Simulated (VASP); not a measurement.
Set up this calculation in VASP 6.6.1, as the native input.

```
Task                   : single point
Functional             : LDA
Potentials or basis    : VASP PAW LDA potentials, release 64 (In_d, P)
Cutoff                 : 520 eV
k mesh                 : 8 × 8 × 8
Occupations            : fermi-dirac, width 0.05 eV
Spin                   : non-collinear spin, zero start, spin-orbit coupling
Starting moments       : [[0.0, 0.0, 0.0], [0.0, 0.0, 0.0]] μB
Dipole correction      : no
Further INCAR settings : ALGO = Normal; EDIFF = 1e-06; NBANDS = 30
```

The structure of InP lies in POSCAR:

```
InP
1.0
    0.0000000000      2.9879753761      2.9879753761
    2.9879753761      0.0000000000      2.9879753761
    2.9879753761      2.9879753761      0.0000000000
In P
1 1
Direct
    0.0000000000      0.0000000000      0.0000000000
    0.7500000000      0.7500000000      0.7500000000
```

One way to write it, as run:

INCAR

```
SYSTEM = InP
PREC = Accurate ; ENCUT = 520
EDIFF = 1E-6 ; ISMEAR = -1
SIGMA = 0.05 ; LREAL = .False.
LASPH = .True. ; NELM = 150
ALGO = Normal ; ISIF = 2
LWAVE = .False. ; LCHARG = .False.
MAGMOM = 0 0 0 0 0 0 ; LORBIT = 11
LSORBIT = .True. ; GGA_COMPAT = .False.
LORBMOM = .True. ; GGA = CA
NBANDS = 30
```

KPOINTS

```
regular mesh
0
Gamma
  8 8 8
  0 0 0
```

Potentials or basis: VASP PAW LDA potentials, release 64 (In_d, P).

Command:

```console
$ cat potpaw_LDA.64/In_d/POTCAR potpaw_LDA.64/P/POTCAR > POTCAR
$ mpirun -np 1 vasp_ncl > vasp.out
```

Results of the run:

```json
{
  "Pressure": "-4.5 GPa",
  "Net moment": "0.00 μB per cell",
  "Valence electrons inside the program's atomic spheres": "In 11.46; P 2.49"
}
```

Caveat: the cell stands under tension.

Run time: 3.6 min on 1 thread of AMD EPYC 7R13, on a shared host, peak memory 0.27 GiB.
